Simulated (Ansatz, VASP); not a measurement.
**One calculation of GaAs, two programs**

```
Ga As
1.0
     0.00000    2.82976    2.82976
     2.82976    0.00000    2.82976
     2.82976    2.82976    0.00000
Ga As
1 1
Direct
  0.00000 0.00000 0.00000
  0.75000 0.75000 0.75000
```

Alike in both runs: functional PBEsol; k mesh 10 × 10 × 10; occupations gaussian, width 0.01 eV; no spin polarisation.

Ansatz relaxed the structure, and its values are those at the end. VASP's run is a single point on that final structure, the one shown.

|  | VASP | Ansatz |
| --- | --- | --- |
| version | VASP 6.6.1 | Ansatz 0.2.0 |
| potentials or method | VASP PAW PBE potentials, release 64 (Ga_d, As), cutoff 520 eV | scalar-relativistic, plane waves, PAW |
| valence electrons in the cell | 18 | 28 |

```csv
,VASP,Ansatz,Ansatz less VASP
gap on the k mesh at the Fermi level (eV),0.43,0.42,-0.011
least direct gap on the mesh (eV),0.43,0.42,-0.011
pressure (GPa),0.1,0.0,-0.14
```

VASP's potentials were made for PBE, not for PBEsol, and Ansatz warns of the same on its side. VASP's potentials hold 18 valence electrons a cell and Ansatz's 28, so a difference there can come from the potentials and not from the codes.
